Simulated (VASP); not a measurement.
Input of a VASP 6.6.1 run:

Contents of POSCAR:

```
SrO
1.0
    4.2697752328     -0.0000000029      0.0000000000
   -2.1348876139      3.6977338215      0.0000000000
    0.0000000000      0.0000000000      5.1445287350
Sr O
2 2
Direct
    0.3333333333      0.6666666667      0.9377606821
    0.6666666667      0.3333333333      0.4377606821
    0.3333333333      0.6666666667      0.4372393179
    0.6666666667      0.3333333333      0.9372393179
```

Contents of INCAR.step1:

```
ALGO = Normal
EDIFF = 1E-4
ENCUT = 520
GGA = PE
ISMEAR = 0
LASPH = True
LCHARG = False
LREAL = False
LWAVE = True
NBANDS = 24
NELM = 100
PREC = Accurate
SIGMA = 0.01
```

The input INCAR.step2:

```
ALGO = Normal
EDIFF = 1E-6
ENCUT = 520
ISIF = 2
ISMEAR = 0
ISTART = 1
LASPH = True
LCHARG = False
LMIXTAU = True
LREAL = False
LWAVE = False
METAGGA = R2SCAN
NBANDS = 24
NELM = 100
PREC = Accurate
SIGMA = 0.01
```

File KPOINTS:

```
k-points
0
Gamma
  6 6 4
```

Potentials or basis: VASP PAW PBE potentials, release 64 (Sr_sv, O).

The run is started by

```sh
$ cat potpaw_PBE.64/Sr_sv/POTCAR potpaw_PBE.64/O/POTCAR > POTCAR
$ cp INCAR.step1 INCAR
$ mpirun -np 1 vasp_std > vasp.out
$ cp INCAR.step2 INCAR
$ mpirun -np 1 vasp_std > vasp.out
```

**Question.** Estimate the largest force.

**Answer.** 0.007 eV/Å.

**Question.** What does it give for the pressure?

**Answer.** 0.5 GPa.

Forces on the atoms (eV/Å):
```
Sr   0.000  0.000 -0.007
Sr   0.000  0.000 -0.007
O    0.000  0.000  0.007
O    0.000  0.000  0.007
```

Caveat: the PAW data sets were made with another functional, which shifts forces and pressure a little.
